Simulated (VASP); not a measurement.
# HgTe (Coloradoite) (F-43m) in VASP: a series of runs, part 2 of 2

VASP 6.6.1.

## Step 3: Single point, r2SCAN

This run uses another cell than the first one, of 34.54 Å³/atom, 1.020 times its volume.

Contents of POSCAR:

```
HgTe
1.0
    0.0000000000      3.2568009036      3.2568009036
    3.2568009036      0.0000000000      3.2568009036
    3.2568009036      3.2568009036      0.0000000000
Hg Te
1 1
Direct
    0.0000000000      0.0000000000      0.0000000000
    0.7500000000      0.7500000000      0.7500000000
```

Contents of INCAR.step1:

```
SYSTEM = HgTe
PREC = Accurate
ENCUT = 520
ISMEAR = -1
SIGMA = 0.05
LREAL = .False.
LASPH = .True.
NELM = 100
NBANDS = 16
GGA = PE
ALGO = Normal
EDIFF = 1E-4
LWAVE = .True.
LCHARG = .False.
```

Contents of INCAR.step2:

```
SYSTEM = HgTe
PREC = Accurate
ENCUT = 520
EDIFF = 1E-6
ISMEAR = -1
SIGMA = 0.05
LREAL = .False.
LASPH = .True.
NELM = 100
ALGO = Normal
ISIF = 2
LWAVE = .False.
LCHARG = .True.
METAGGA = R2SCAN
LMIXTAU = .True.
LELF = .True.
LVHAR = .True.
NBANDS = 16
ISTART = 1
```

Contents of KPOINTS:

```
Automatic mesh
0
Gamma
  6 6 6
  0 0 0
```

Potentials or basis: VASP PAW PBE potentials, release 64 (Hg, Te).

Launch:

```sh
> cat potpaw_PBE.64/Hg/POTCAR potpaw_PBE.64/Te/POTCAR > POTCAR
> cp INCAR.step1 INCAR
> mpirun -np 1 vasp_std > vasp.out
> cp INCAR.step2 INCAR
> mpirun -np 1 vasp_std > vasp.out
```

It used 110 s of CPU time on 1 thread of AMD EPYC 7R13 Processor (Zen 3), with other jobs on the host.

It converged, with:

* Free energy: -75.1459 eV
* Pressure: 1.3 GPa
* Band gap on the k mesh: zero (filled and empty bands touch)

Levels at points of the mesh, in eV from the Fermi level:
| k point | band 7 | band 8 | band 9 | band 10 | band 11 | band 12 |
| --- | --- | --- | --- | --- | --- | --- |
| (0.00, 0.00, 0.00) | -0.51 | -0.04 | -0.04 | -0.04 | 4.57 | 4.57 |
| (0.50, 0.00, 0.00) | -5.53 | -1.01 | -1.01 | 0.91 | 5.36 | 5.36 |
| (0.50, 0.50, 0.00) | -5.50 | -2.29 | -2.29 | 2.05 | 2.75 | 8.58 |

Caveat: the PAW data sets were made with another functional, which shifts forces and pressure a little; spin-orbit coupling is left out, which moves the levels of the heavy elements.

## Step 4: Single point, r2SCAN

This run uses another cell than the first one, of 35.21 Å³/atom, 1.039 times its volume.

Contents of POSCAR:

```
HgTe
1.0
    0.0000000000      3.2775454177      3.2775454177
    3.2775454177      0.0000000000      3.2775454177
    3.2775454177      3.2775454177      0.0000000000
Hg Te
1 1
Direct
    0.0000000000      0.0000000000      0.0000000000
    0.7500000000      0.7500000000      0.7500000000
```

Contents of INCAR.step1:

```
SYSTEM = HgTe
PREC     = Accurate       ! precision mode
ENCUT    = 520            ! plane-wave cutoff, eV
ISMEAR   = -1             ! smearing method
SIGMA    = 0.05           ! smearing width, eV
LREAL    = .False.        ! projectors in reciprocal space
LASPH    = .True.         ! aspherical terms in the spheres
NELM     = 100            ! most SCF steps
NBANDS   = 16             ! bands
GGA      = PE             ! functional
ALGO     = Normal         ! electronic algorithm
EDIFF    = 1E-4           ! SCF threshold, eV
LWAVE    = .True.         ! write WAVECAR
LCHARG   = .False.        ! write CHGCAR
```

Contents of INCAR.step2:

```
SYSTEM = HgTe
PREC     = Accurate       ! precision mode
ENCUT    = 520            ! plane-wave cutoff, eV
EDIFF    = 1E-6           ! SCF threshold, eV
ISMEAR   = -1             ! smearing method
SIGMA    = 0.05           ! smearing width, eV
LREAL    = .False.        ! projectors in reciprocal space
LASPH    = .True.         ! aspherical terms in the spheres
NELM     = 100            ! most SCF steps
ALGO     = Normal         ! electronic algorithm
ISIF     = 2              ! what is computed and relaxed
LWAVE    = .False.        ! write WAVECAR
LCHARG   = .True.         ! write CHGCAR
METAGGA  = R2SCAN         ! meta-GGA
LMIXTAU  = .True.       
LELF     = .True.         ! ELF
LVHAR    = .True.       
NBANDS   = 16             ! bands
ISTART   = 1
```

Contents of KPOINTS:

```
regular mesh
0
Gamma
  6 6 6
  0 0 0
```

Launch:

```sh
> cat potpaw_PBE.64/Hg/POTCAR potpaw_PBE.64/Te/POTCAR > POTCAR
> cp INCAR.step1 INCAR
> mpirun -np 1 vasp_std > vasp.out
> cp INCAR.step2 INCAR
> mpirun -np 1 vasp_std > vasp.out
```

Run time: 2.5 min. Hardware: 1 thread of AMD EPYC 7R13 (Zen 3), shared host; peak memory 0.19 GiB.

Results (log left out):

```
Free energy            : -75.1535 eV
Pressure               : 0.5 GPa
Band gap on the k mesh : zero (filled and empty bands touch)
```

Levels at points of the mesh, in eV from the Fermi level:
```
           k point  band 5  band 6  band 7  band 8  band 9  band 10  band 11  band 12  band 13  band 14
(0.00, 0.00, 0.00)   -6.92   -6.92   -0.56   -0.04   -0.04    -0.04     4.61     4.61     4.61     6.77
(0.50, 0.00, 0.00)   -6.90   -6.62   -5.40   -0.98   -0.98     0.91     5.38     5.38     7.11     8.22
(0.50, 0.50, 0.00)   -6.86   -6.48   -5.39   -2.21   -2.21     2.06     2.80     8.51     9.23     9.23
```

Caveat: the PAW data sets were made with another functional, which shifts forces and pressure a little; spin-orbit coupling is left out, which moves the levels of the heavy elements.

## Step 5: Single point, PBE

This run uses another cell than the first one, of 33.22 Å³/atom, 0.980 times its volume.

Contents of INCAR:

```
SYSTEM = HgTe
  PREC = Accurate
  ENCUT = 500
  EDIFF = 1E-6
  ISMEAR = 0
  SIGMA = 0.026000000000000002
  LREAL = .FALSE.
  LASPH = .TRUE.
  NELM = 120
  ALGO = Normal
  ISIF = 2
  LWAVE = .FALSE.
  LCHARG = .FALSE.
  GGA = PE
  NBANDS = 16
  GGA_COMPAT = .FALSE.
```

Contents of KPOINTS:

```
regular mesh
0
G
  7 7 7
  0 0 0
```

Contents of POSCAR:

```
HgTe
1.0
    0.0000000000      3.2145000000      3.2145000000
    3.2145000000      0.0000000000      3.2145000000
    3.2145000000      3.2145000000      0.0000000000
Hg Te
1 1
Direct
    0.0000000000      0.0000000000      0.0000000000
    0.7500000000      0.7500000000      0.7500000000
```

Launch:

```sh
> cat potpaw_PBE.64/Hg/POTCAR potpaw_PBE.64/Te/POTCAR > POTCAR
> mpirun -np 1 vasp_std > vasp.out
```

It took 12 s on 1 thread of Intel Xeon Platinum 8559C (Emerald Rapids), shared host; peak memory 0.2 GiB.

The run converged. Its results:

| Property | Result |
| --- | --- |
| Free energy | -3.5513 eV |
| Pressure | 4.6 GPa |
| Band gap on the k mesh | zero (filled and empty bands touch) |

Levels at points of the mesh, in eV from the Fermi level:
```
           k point  band 7  band 8  band 9  band 10  band 11  band 12
(0.00, 0.00, 0.00)   -0.69   -0.01   -0.01    -0.01     4.19     4.19
```

Caveat: spin-orbit coupling is left out, which moves the levels of the heavy elements.

## Step 6: Single point, PBEsol

This run uses another cell than the first one, of 33.22 Å³/atom, 0.980 times its volume.

Contents of INCAR:

```
SYSTEM = HgTe
  PREC = Accurate
  ENCUT = 520
  EDIFF = 1E-6
  ISMEAR = -1
  SIGMA = 0.05
  LREAL = .False.
  LASPH = .True.
  NELM = 100
  ALGO = Normal
  ISIF = 2
  LWAVE = .False.
  LCHARG = .False.
  GGA = PS
  NBANDS = 16
```

Contents of KPOINTS:

```
regular mesh
0
Gamma
  6 6 6
  0 0 0
```

POSCAR is that of step 5.

Potentials or basis: VASP PAW PBE potentials, release 64 (Hg, Te).

Launch:

```sh
> cat potpaw_PBE.64/Hg/POTCAR potpaw_PBE.64/Te/POTCAR > POTCAR
> mpirun -np 1 vasp_std > vasp.out
```

OUTCAR:

```text
SYSTEM = HgTe
   PREC = Accurate
   ENCUT = 520
   EDIFF = 1E-6
   ISMEAR = -1
   LREAL = .False.
   LASPH = .True.
   NELM = 100
   ISIF = 2
   GGA = PS

 ion  position               nearest neighbor table
   1  0.000  0.000  0.000-   2 2.78   2 2.78   2 2.78   2 2.78
   2  0.750  0.750  0.750-   1 2.78   1 2.78   1 2.78   1 2.78

  LATTYP: Found a face centered cubic cell.
 ALAT       =     6.4290000000

  Lattice vectors:

[... 479 lines left out ...]

------------------------ aborting loop because EDIFF is reached ----------------------------------------

  FORCE on cell =-STRESS in cart. coord.  units (eV):
  Direction    XX          YY          ZZ          XY          YZ          ZX
  --------------------------------------------------------------------------------------
  -------------------------------------------------------------------------------------
  Total        0.8015987      0.8015987      0.8015987      0.0000000     -0.0000000      0.0000000
  in kB       19.3329135     19.3329135     19.3329135      0.0000000     -0.0000000      0.0000000
  external PRESSURE =      19.3329135 kB  Pullay stress =       0.0000000 kB

 VOLUME and BASIS-vectors are now :
 -----------------------------------------------------------------------------
  energy-cutoff  :      520.00
  volume of cell :       66.43
      direct lattice vectors                 reciprocal lattice vectors
     0.000000000  3.214500000  3.214500000    -0.155545186  0.155545186  0.155545186
     3.214500000  0.000000000  3.214500000     0.155545186 -0.155545186  0.155545186
     3.214500000  3.214500000  0.000000000     0.155545186  0.155545186 -0.155545186

 POSITION                                       TOTAL-FORCE (eV/Angst)
 -----------------------------------------------------------------------------------
      0.00000      0.00000      0.00000        -0.000000      0.000000      0.000000
      4.82175      4.82175      4.82175         0.000000     -0.000000     -0.000000
 -----------------------------------------------------------------------------------
    total drift:                                0.000000      0.000000      0.000000

  FREE ENERGIE OF THE ION-ELECTRON SYSTEM (eV)
  ---------------------------------------------------
  free  energy   TOTEN  =        -4.3482076799 eV

  energy  without entropy=       -4.3472631925  energy(sigma->0) =       -4.34773544
```

OSZICAR:

```text
N       E                     dE             d eps       ncg     rms          rms(c)
DAV:   1     0.106168478482E+03    0.10617E+03   -0.81724E+03   520   0.974E+02
DAV:   2    -0.885188331095E+00   -0.10705E+03   -0.99950E+02   616   0.231E+02
DAV:   3    -0.455677175476E+01   -0.36716E+01   -0.36583E+01   608   0.434E+01
DAV:   4    -0.458967723206E+01   -0.32905E-01   -0.32904E-01   768   0.386E+00
DAV:   5    -0.458979270150E+01   -0.11547E-03   -0.11547E-03   648   0.191E-01    0.794E+00
DAV:   6    -0.436175513475E+01    0.22804E+00   -0.44840E-01   600   0.927E+00    0.629E+00
DAV:   7    -0.435044579395E+01    0.11309E-01   -0.10482E-01   576   0.224E+00    0.230E+00
DAV:   8    -0.434842621751E+01    0.20196E-02   -0.11343E-02   608   0.124E+00    0.587E-01
DAV:   9    -0.434819375623E+01    0.23246E-03   -0.71489E-04   640   0.314E-01    0.129E-01
DAV:  10    -0.434820173072E+01   -0.79745E-05   -0.80433E-05   648   0.823E-02    0.507E-02
DAV:  11    -0.434820930302E+01   -0.75723E-05   -0.22930E-05   600   0.395E-02    0.338E-02
DAV:  12    -0.434820771008E+01    0.15929E-05   -0.37624E-06   592   0.173E-02    0.167E-02
DAV:  13    -0.434820767993E+01    0.30152E-07   -0.34963E-07   336   0.326E-03
   1 F= -.43482077E+01 E0= -.43477354E+01  d E =-.944487E-03
```

Run time: 17 s. Hardware: 1 thread of Intel Xeon Platinum 8259CL at 2.50GHz (Skylake/Cascade Lake), shared host; peak memory 0.21 GiB.

Results:

* Free energy: -4.3482 eV
* Pressure: 1.9 GPa
* Band gap on the k mesh: zero (filled and empty bands touch)

Levels at points of the mesh, in eV from the Fermi level:
```
           k point  band 7  band 8  band 9  band 10  band 11  band 12
(0.00, 0.00, 0.00)   -0.80   -0.04   -0.04    -0.04     4.11     4.11
(0.50, 0.00, 0.00)   -5.69   -1.07   -1.07     0.60     4.92     4.92
(0.50, 0.50, 0.00)   -5.60   -2.40   -2.40     1.79     2.29     8.13
```

Caveat: the PAW data sets were made with another functional, which shifts forces and pressure a little; spin-orbit coupling is left out, which moves the levels of the heavy elements.

## Step 7: Summary

| level | cell | k mesh | cutoff (eV) | smearing | gap on the mesh (eV) | pressure (GPa) |
| --- | --- | --- | --- | --- | --- | --- |
| r2SCAN | a = 4.576 Å, angles 60.0°, 2 atoms | 6 × 6 × 6 | 520 | fermi-dirac 0.05 eV | none | 2.2 |
| r2SCAN | a = 4.606 Å, angles 60.0°, 2 atoms | 6 × 6 × 6 | 520 | fermi-dirac 0.05 eV | none | 1.3 |
| r2SCAN | a = 4.635 Å, angles 60.0°, 2 atoms | 6 × 6 × 6 | 520 | fermi-dirac 0.05 eV | none | 0.5 |
| PBE | a = 4.546 Å, angles 60.0°, 2 atoms | 7 × 7 × 7 | 500 | gaussian 0.026 eV | none | 4.6 |
| PBEsol | a = 4.546 Å, angles 60.0°, 2 atoms | 6 × 6 × 6 | 520 | fermi-dirac 0.05 eV | none | 1.9 |

Alike in all rows: task single point; potentials or basis VASP PAW PBE potentials, release 64 (Hg, Te); no spin polarisation.

Caveats: spin-orbit coupling is left out, which moves the levels of the heavy elements; the PAW data sets were made with another functional, which shifts forces and pressure a little (some runs).

Absolute energies hang on the potentials; compare differences alone.
